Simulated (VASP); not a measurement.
# CsCr3 (Pm-3m) in VASP: a series of runs, part 2 of 2

VASP 6.6.1. The steps go on from the part before.

### Step 3. Relaxation of cell and atoms, PBE, collinear spin, ferromagnetic start

This run uses another cell than the first one, of 19.70 Å³/atom.

INCAR

```
PREC = Accurate
ENCUT = 600
EDIFF = 1E-6
ISMEAR = 0
SIGMA = 0.1
LREAL = False
LASPH = True
NELM = 150
ALGO = Normal
ISIF = 3
LWAVE = False
LCHARG = False
ISPIN = 2
MAGMOM = 0.23 4.02 4.02 4.02
LORBIT = 11
LMAXMIX = 4
GGA = PE
IBRION = 2
NSW = 90
EDIFFG = -0.04
```

KPOINTS

```
regular mesh
0
Gamma
  4 4 4
```

POSCAR

```
CsCr3
1.0
    4.2872384804      0.0000000000      0.0000000000
    0.0000000000      4.2872384804      0.0000000000
    0.0000000000      0.0000000000      4.2872384804
Cs Cr
1 3
Direct
    0.0000000000      0.0000000000      0.0000000000
    0.0000000000      0.5000000000      0.5000000000
    0.5000000000      0.0000000000      0.5000000000
    0.5000000000      0.5000000000      0.0000000000
```

Potentials or basis: VASP PAW PBE potentials, release 64 (Cs_sv, Cr_pv).

The run is started by

```console
$ cat potpaw_PBE.64/Cs_sv/POTCAR potpaw_PBE.64/Cr_pv/POTCAR > POTCAR
$ mpirun -np 1 vasp_std > vasp.out
```

OUTCAR:

```text
PREC = Accurate
   ENCUT = 600
   EDIFF = 1E-6
   ISMEAR = 0
   LREAL = False
   LASPH = True
   NELM = 150
   ISIF = 3
   ISPIN = 2
   LORBIT = 11
   GGA = PE
   IBRION = 2
   NSW = 90
   EDIFFG = -0.04

 ion  position               nearest neighbor table
   1  0.000  0.000  0.000-   2 3.03   3 3.03   4 3.03   2 3.03   3 3.03   2 3.03   4 3.03   2 3.03
                             3 3.03   4 3.03   3 3.03   4 3.03
   2  0.000  0.500  0.500-   1 3.03   3 3.03   4 3.03   1 3.03   4 3.03   1 3.03   3 3.03   1 3.03
                             3 3.03   4 3.03   4 3.03   3 3.03
   3  0.500  0.000  0.500-   1 3.03   2 3.03   4 3.03   1 3.03   4 3.03   2 3.03   4 3.03   4 3.03
                             1 3.03   2 3.03   1 3.03   2 3.03
   4  0.500  0.500  0.000-   1 3.03   2 3.03   3 3.03   2 3.03   3 3.03   1 3.03   3 3.03   3 3.03
                             1 3.03   2 3.03   2 3.03   1 3.03

  LATTYP: Found a simple cubic cell.
 ALAT       =     4.2872384804

  Lattice vectors:

 A1 = (   4.2872384804,   0.0000000000,   0.0000000000)
 A2 = (   0.0000000000,   4.2872384804,   0.0000000000)
 A3 = (   0.0000000000,   0.0000000000,   4.2872384804)

Analysis of symmetry for initial positions (statically):
=====================================================================
 Subroutine PRICEL returns:
 Original cell was already a primitive cell.

 Routine SETGRP: Setting up the symmetry group for a
 simple cubic supercell.

 Subroutine GETGRP returns: Found 48 space group operations
 (whereof 48 operations were pure point group operations)
 out of a pool of 48 trial point group operations.

The static configuration has the point symmetry O_h .

Analysis of symmetry for dynamics (positions and initial velocities):
=====================================================================
 Subroutine PRICEL returns:
 Original cell was already a primitive cell.

 Routine SETGRP: Setting up the symmetry group for a
 simple cubic supercell.

 Subroutine GETGRP returns: Found 48 space group operations
 (whereof 48 operations were pure point group operations)
 out of a pool of 48 trial point group operations.

The dynamic configuration has the point symmetry O_h .

Analysis of structural, dynamic, and magnetic symmetry:
=====================================================================
 Subroutine PRICEL returns:
 Original cell was already a primitive cell.

 Routine SETGRP: Setting up the symmetry group for a
 simple cubic supercell.

 Subroutine GETGRP returns: Found 48 space group operations
 (whereof 48 operations were pure point group operations)
 out of a pool of 48 trial point group operations.

The overall configuration has the point symmetry O_h .

 Subroutine INISYM returns: Found 48 space group operations
 (whereof 48 operations are pure point group operations),
 and found     1 'primitive' translations

----------------------------------------------------------------------------------------

                                     Primitive cell

  volume of cell :      78.8012

  direct lattice vectors                    reciprocal lattice vectors
     4.287238480  0.000000000  0.000000000     0.233250379  0.000000000  0.000000000
[... 49 lines left out ...]
  0.500000  0.000000  0.000000      3.000000
  0.250000  0.250000  0.000000     12.000000
  0.500000  0.250000  0.000000     12.000000
  0.500000  0.500000  0.000000      3.000000
  0.250000  0.250000  0.250000      8.000000
  0.500000  0.250000  0.250000     12.000000
  0.500000  0.500000  0.250000      6.000000
  0.500000  0.500000  0.500000      1.000000
   k-points           NKPTS =     10   k-points in BZ     NKDIM =     10   number of bands    NBANDS=     33
   number of dos      NEDOS =    301   number of ions     NIONS =      4
   total plane-waves  NPLWV =  46656
   dimension x,y,z NGX =    36 NGY =   36 NGZ =   36
   dimension x,y,z NGXF=    72 NGYF=   72 NGZF=   72
   ions per type =               1   3
   NGX,Y,Z   is equivalent  to a cutoff of  13.96, 13.96, 13.96 a.u.
   NGXF,Y,Z  is equivalent  to a cutoff of  27.92, 27.92, 27.92 a.u.
 SYSTEM =  unknown system
   PREC   = accura    normal or accurate (medium, high low for compatibility)
   ISTART =      0    job   : 0-new  1-cont  2-samecut
   ICHARG =      2    charge: 1-file 2-atom 10-const
   ISPIN  =      2    spin polarized calculation?
   LNONCOLLINEAR =      F non collinear calculations
   LSORBIT =      F    spin-orbit coupling
   LASPH  =      T    aspherical Exc in radial PAW
   ENCUT  =  600.0 eV  44.10 Ry    6.64 a.u.   8.56  8.56  8.56*2*pi/ulx,y,z
   NELM   =    150;   NELMIN=  2; NELMDL= -5     # of ELM steps
   EDIFF  = 0.1E-05   stopping-criterion for ELM
   LREAL  =      F    real-space projection
   EDIFFG = -.4E-01   stopping-criterion for IOM
   NSW    =     90    number of steps for IOM
   IBRION =      2    ionic relax: 0-MD 1-quasi-New 2-CG
   NFREE  =      1    steps in history (QN), initial steepest desc. (CG)
   ISIF   =      3    stress and relaxation
   ISYM   =      2    0-nonsym 1-usesym 2-fastsym
   POTIM  = 0.5000    time-step for ionic-motion
   TEBEG  =    0.0;   TEEND  =   0.0 temperature during run
   PSTRESS=    0.0 pullay stress
   NELECT =      45.0000    total number of electrons
   NUPDOWN=      -1.0000    fix difference up-down
   EMIN   =  10.00;   EMAX   =-10.00  energy-range for DOS
   EFERMI =   0.00;   METHOD = LEGACY
   ISMEAR =     0;   SIGMA  =   0.10  broadening in eV -4-tet -1-fermi 0-gaus
   EFERMI_NEDOS =   21; number of points for ismear=-14 and -15
   IALGO  =     38    algorithm
   IMIX   =      4    mixing-type and parameters
     AMIX     =   0.40;   BMIX     =  1.00
     AMIX_MAG =   1.60;   BMIX_MAG =  1.00
  volume/ion in A,a.u.               =      19.70       132.94
  Fermi-wavevector in a.u.,A,eV,Ry     =   1.358213  2.566651 25.099263  1.844744
  Thomas-Fermi vector in A             =   2.485066
   LORBIT       =     11    0 simple, 1 ext, 2 COOP (PROOUT), +10 PAW based schemes
   GGA     = PE    functional components
   LHFCALC =     F    Hartree Fock is set to
   AEXX    =    0.0000 exact exchange contribution
   IVDW    =     0    specifies the selected vdW correction
   LEPSILON=     F    determine dielectric tensor
   LRPA    =     F    only Hartree local field effects (RPA)
 conjugate gradient relaxation of ions
 spin polarized calculation
 Gauss-broadening in eV      SIGMA  =   0.10
  energy-cutoff  :      600.00
  volume of cell :       78.80
 maximum number of plane-waves:      2666
 NGX is ok and might be reduce to    36
   NGX = 17   NGY = 17   NGZ = 17

--------------------------------------- Ionic step        1  -------------------------------------------

 number of electron      44.9999963 magnetization      12.3025514

 Free energy of the ion-electron system (eV)
  ---------------------------------------------------
  ext. energy  EPLUGINS =         0.00000000
  ---------------------------------------------------
  free energy    TOTEN  =       -20.82493726 eV

  energy without entropy =      -20.78655199  energy(sigma->0) =      -20.80574462

------------------------ aborting loop because EDIFF is reached ----------------------------------------

  FORCE on cell =-STRESS in cart. coord.  units (eV):
  Direction    XX          YY          ZZ          XY          YZ          ZX
  --------------------------------------------------------------------------------------
  -------------------------------------------------------------------------------------
  Total        5.0349445      5.0349445      5.0349445     -0.0000000     -0.0000000     -0.0000000
  in kB      102.3699160    102.3699160    102.3699160     -0.0000000     -0.0000000     -0.0000000
  external PRESSURE =     102.3699160 kB  Pullay stress =       0.0000000 kB
[... 1605 lines left out ...]
--------------------------------------- Ionic step        5  -------------------------------------------

 number of electron      45.0000032 magnetization      14.4284272

 Free energy of the ion-electron system (eV)
  ---------------------------------------------------
  ext. energy  EPLUGINS =         0.00000000
  ---------------------------------------------------
  free energy    TOTEN  =       -21.79575543 eV

  energy without entropy =      -21.78406576  energy(sigma->0) =      -21.78991059

 E-fermi :   3.9811     XC(G=0):  -9.4706

 val. band max:        3.9398247334   @ k =   0.2500   0.0000   0.0000
 cond. band min:       4.0316363125   @ k =   0.2500   0.2500   0.2500
 fundamental gap:      0.0918115791
 Fermi energy:         3.9810954623
[... 754 lines left out ...]
  FREE ENERGIE OF THE ION-ELECTRON SYSTEM (eV)
  ---------------------------------------------------
  free  energy   TOTEN  =       -21.7957554275 eV

  energy  without entropy=      -21.7840657625  energy(sigma->0) =      -21.78991059

 reached required accuracy - stopping structural energy minimisation

 total charge

# of ion       s       p       d       tot
------------------------------------------
    1        1.863   4.570   0.168   6.601
    2        0.274   6.066   4.122  10.462
    3        0.274   6.066   4.122  10.462
    4        0.274   6.066   4.122  10.462
--------------------------------------------------
tot          2.684  22.768  12.534  37.986

 magnetization (x)

# of ion       s       p       d       tot
------------------------------------------
    1        0.014   0.087   0.040   0.141
    2        0.044   0.046   3.958   4.049
    3        0.044   0.046   3.958   4.049
    4        0.044   0.046   3.958   4.049
--------------------------------------------------
tot          0.148   0.225  11.915  12.288
```

OSZICAR:

```text
N       E                     dE             d eps       ncg     rms          rms(c)
DAV:   1     0.551607526778E+03    0.55161E+03   -0.27254E+04  1320   0.164E+03
DAV:   2     0.114639036962E+02   -0.54014E+03   -0.52404E+03  1338   0.476E+02
DAV:   3    -0.204277630802E+02   -0.31892E+02   -0.30985E+02  1555   0.119E+02
[... 65 lines left out ...]
DAV:   6    -0.217897636420E+02    0.55446E-02   -0.11404E-01  1484   0.137E+00    0.902E-01
DAV:   7    -0.217942844468E+02   -0.45208E-02   -0.20594E-02  1513   0.834E-01    0.309E-01
DAV:   8    -0.217957068731E+02   -0.14224E-02   -0.55939E-03  1553   0.322E-01    0.107E-01
DAV:   9    -0.217957526064E+02   -0.45733E-04   -0.46205E-04  1467   0.140E-01    0.466E-02
DAV:  10    -0.217957556019E+02   -0.29955E-05   -0.98877E-05  1680   0.505E-02    0.150E-02
DAV:  11    -0.217957554275E+02    0.17441E-06   -0.83648E-06  1370   0.145E-02
   5 F= -.21795755E+02 E0= -.21789911E+02  d E =-.970818E+00  mag=    14.4296
```

It took 2.9 min on 1 thread of AMD EPYC 9R45 (Zen 5), shared host; peak memory 0.24 GiB.

Results:

```
Free energy                                           : -21.7958 eV
Relaxed volume                                        : 27.67 Å³/atom
Relaxed cell                                          : a = 4.801 Å, b = 4.801 Å, c = 4.801 Å, α = 90.00°, β = 90.00°, γ = 90.00°
Space group after relaxing (to 0.1 Å)                 : Pm-3m (No. 221)
Energy gained by relaxing                             : 242.7 meV/atom
Ionic steps                                           : 5
Pressure after relaxing                               : -0.1 GPa
Net moment                                            : 14.43 μB per cell
Site moments                                          : Cs +0.14; Cr +4.05 μB
Valence electrons inside the program's atomic spheres : Cs 6.60; Cr 10.46
```

The path:
| step | energy change (eV) | largest force (eV/Å) | pressure (GPa) | volume (Å³) |
| --- | --- | --- | --- | --- |
| 1 | 0.0000 | 0.0000 | 10.24 | 78.80 |
| 2 | -0.7703 | 0.0000 | 4.64 | 94.05 |
| 3 | -0.9298 | 0.0000 | 1.77 | 102.34 |
| 4 | -0.9154 | 0.0000 | -1.66 | 120.38 |
| 5 | -0.9708 | 0.0000 | -0.13 | 110.67 |

Final structure:
```
Cs Cr
1.0
     4.80107    0.00000    0.00000
     0.00000    4.80107    0.00000
     0.00000    0.00000    4.80107
Cs Cr
1 3
Cartesian
  0.0000 0.0000 0.0000
  0.0000 2.4005 2.4005
  2.4005 0.0000 2.4005
  2.4005 2.4005 0.0000
```

Levels at points of the mesh, in eV from the Fermi level:
Spin up:
| k point | band 26 | band 27 | band 28 | band 29 | band 30 | band 31 | band 32 | band 33 |
| --- | --- | --- | --- | --- | --- | --- | --- | --- |
| (0.00, 0.00, 0.00) | -0.34 | -0.13 | -0.13 | -0.13 | 1.88 | 1.88 | 1.88 | 2.14 |
| (0.50, 0.00, 0.00) | -0.82 | -0.79 | -0.79 | -0.51 | -0.13 | 1.67 | 1.67 | 2.26 |
| (0.50, 0.50, 0.00) | -0.84 | -0.82 | -0.82 | -0.62 | -0.45 | 0.73 | 0.73 | 2.81 |
| (0.50, 0.50, 0.50) | -0.85 | -0.26 | -0.26 | -0.26 | 1.04 | 1.04 | 1.04 | 1.87 |
Spin down:
| k point | band 13 | band 14 | band 15 | band 16 | band 17 | band 18 |
| --- | --- | --- | --- | --- | --- | --- |
| (0.00, 0.00, 0.00) | -8.99 | -3.59 | -0.44 | -0.44 | 0.69 | 0.86 |
| (0.50, 0.00, 0.00) | -8.98 | -1.66 | -1.51 | 0.37 | 1.11 | 1.11 |
| (0.50, 0.50, 0.00) | -8.97 | -1.66 | 0.34 | 0.34 | 0.42 | 1.21 |
| (0.50, 0.50, 0.50) | -9.25 | -0.98 | -0.98 | -0.98 | 0.21 | 1.31 |

Caveat: the k points lie up to 0.33 Å⁻¹ apart in the final cell; the volume moved by over 15 % at a fixed basis, so the end points are rough; spin-orbit coupling is left out, which moves the levels of the heavy elements.
